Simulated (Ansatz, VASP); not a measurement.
# F: VASP beside Ansatz

The input INCAR:

```
SYSTEM = F
PREC = Accurate ; ENCUT = 520
EDIFF = 1E-7 ; ISMEAR = 0
SIGMA = 0.05 ; LREAL = .False.
LASPH = .True. ; NELM = 80
ALGO = Normal ; ISIF = 2
LWAVE = .False. ; LCHARG = .True.
GGA = PS ; LELF = .True.
LVHAR = .True. ; NBANDS = 22
```

File KPOINTS:

```
Automatic mesh
0
Gamma
  4 4 2
  0 0 0
```

Contents of POSCAR:

```
F
1.0
    3.1008750287     -1.6715242491     -0.2391662330
    3.1008750287      1.6715242491     -0.2391662330
   -2.3647418851      0.0000000000      6.7077171969
F
4
Direct
    0.0848459664      0.0848459664      0.0940038325
    0.9151540336      0.9151540336      0.9059961675
    0.5015719855      0.5015719855      0.5937195244
    0.4984280145      0.4984280145      0.4062804756
```

Input for Ansatz:

```yaml
crystal:
  lattice:
    - [3.1008750287, -1.6715242491, -0.239166233]
    - [3.1008750287, 1.6715242491, -0.239166233]
    - [-2.3647418851, 0.0, 6.7077171969]
  atoms:
    - { symbol: F, position: [0.0848459664, 0.0848459664, 0.0940038325] }
    - { symbol: F, position: [0.9151540336, 0.9151540336, 0.9059961675] }
    - { symbol: F, position: [0.5015719855, 0.5015719855, 0.5937195244] }
    - { symbol: F, position: [0.4984280145, 0.4984280145, 0.4062804756] }
basis:
  ecutwfc: 520.0
kpoints:
  mp_grid: { grid: [4, 4, 2] }
hamiltonian:
  xc: pbesol
scf:
  occupations: { method: gaussian, width: 0.05 }
output:
  forces: true
  stress: true
  eigenvalues: true
```

Change from the starting cell: volume 16.911 Å^3 an atom, stretch along a over the lengths across it, relative to the relaxed cell 1.0662.

Alike in both runs: task single point; functional PBEsol; k mesh 4 × 4 × 2; occupations gaussian, width 0.05 eV; no spin polarisation.

```csv
,VASP,Ansatz
version,VASP 6.6.1,Ansatz 0.2.0
potentials or method,"VASP PAW PBE potentials, release 64 (F), cutoff 520 eV","scalar-relativistic, plane waves, PAW"
valence electrons in the cell,28,28
```

Ansatz gave:

| Quantity | Value |
| --- | --- |
| gap on the k mesh at the Fermi level (eV) | 4.04 |
| least direct gap on the mesh (eV) | 4.17 |
| pressure (GPa) | 7.7 |
| traceless stress, the component that is largest in VASP (GPa) | 11.47 |
| rms of the force components (eV/Å) | 2.002 |

**Question.** Which values does VASP return?

**Answer.** gap on the k mesh at the Fermi level (eV): 3.94; least direct gap on the mesh (eV): 4.07; pressure (GPa): 8.5; traceless stress, the component that is largest in VASP (GPa): 13.62; rms of the force components (eV/Å): 2.382.

VASP's potentials were made for PBE, not for PBEsol. Atom by atom the forces differ by 0.380 eV/Å (rms over components).

The k mesh is coarse, so the values compare programs but aren't converged.
